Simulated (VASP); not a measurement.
Set up this calculation in VASP 6.6.1, as the native input.

```yaml
Task: single point
Functional: PBE
Potentials_or_basis: VASP PAW PBE potentials, release 64 (Be, S)
Cutoff: 520 eV
k_mesh: 5 × 4 × 1
Occupations: fermi-dirac, width 0.15 eV
Spin: no spin polarisation
Dipole_correction: no
Further_INCAR_settings: LREAL = Auto; ALGO = Normal; EDIFF = 1e-07; NBANDS = 36
```

The structure of Be18S lies in POSCAR:

```
Be18S
1.0
    4.5800000000      0.0000000000      0.0000000000
    3.4350000000      5.9495950000      0.0000000000
    0.0000000000      0.0000000000     15.5884300000
Be S
18 1
Direct
    0.0000000000      0.0000000000      0.0641500780
    0.5000000000      0.0000000000      0.0641500780
    0.0000000420      0.3333332773      0.0641500780
    0.5000000420      0.3333332773      0.0641500780
   -0.0000000420      0.6666667227      0.0641500780
    0.4999999580      0.6666667227      0.0641500780
   -0.1715516757      0.2181239227      0.1823750051
    0.3337493063      0.2213333849      0.1814477147
   -0.1708409271      0.5572545694      0.1768541797
    0.3368891010      0.5459833821      0.1818841282
   -0.1695283895      0.8860480419      0.1829578091
    0.3227054199      0.8921467764      0.1856919523
   -0.0053191856     -0.0064832984      0.3042013853
    0.4920176037     -0.0095384644      0.3016301193
   -0.0132045078      0.3416086305      0.2908379484
    0.4962848581      0.3342731732      0.3066271587
    0.0007343788      0.6549704644      0.2947006851
    0.5013900895      0.6585870131      0.2961957041
    0.6498079906      0.0962161290      0.4033874483
```

These files were run (other wordings do the same):

INCAR

```
SYSTEM = Be18S
PREC = Accurate
ENCUT = 520
EDIFF = 1E-7
ISMEAR = -1
SIGMA = 0.15
LREAL = Auto
LASPH = .True.
NELM = 100
ALGO = Normal
ISIF = 2
LWAVE = .False.
LCHARG = .False.
GGA = PE
NBANDS = 36
```

KPOINTS

```
regular mesh
0
Gamma
  5 4 1
  0 0 0
```

Potentials or basis: VASP PAW PBE potentials, release 64 (Be, S).

Command:

```bash
$ cat potpaw_PBE.64/Be/POTCAR potpaw_PBE.64/S/POTCAR > POTCAR
$ mpirun -np 1 vasp_std > vasp.out
```

It gave:

```json
{"Largest force": "0.321 eV/Å", "Band gap on the k mesh": "zero (bands 21 and 22 overlap by 0.56 eV)"}
```

Caveat: there is no dipole correction, which matters where the two faces differ.

Run time: 3.9 min on 1 thread of AMD EPYC 9R45 96-Core Processor (Zen 5), on a shared host, peak memory 0.5 GiB.
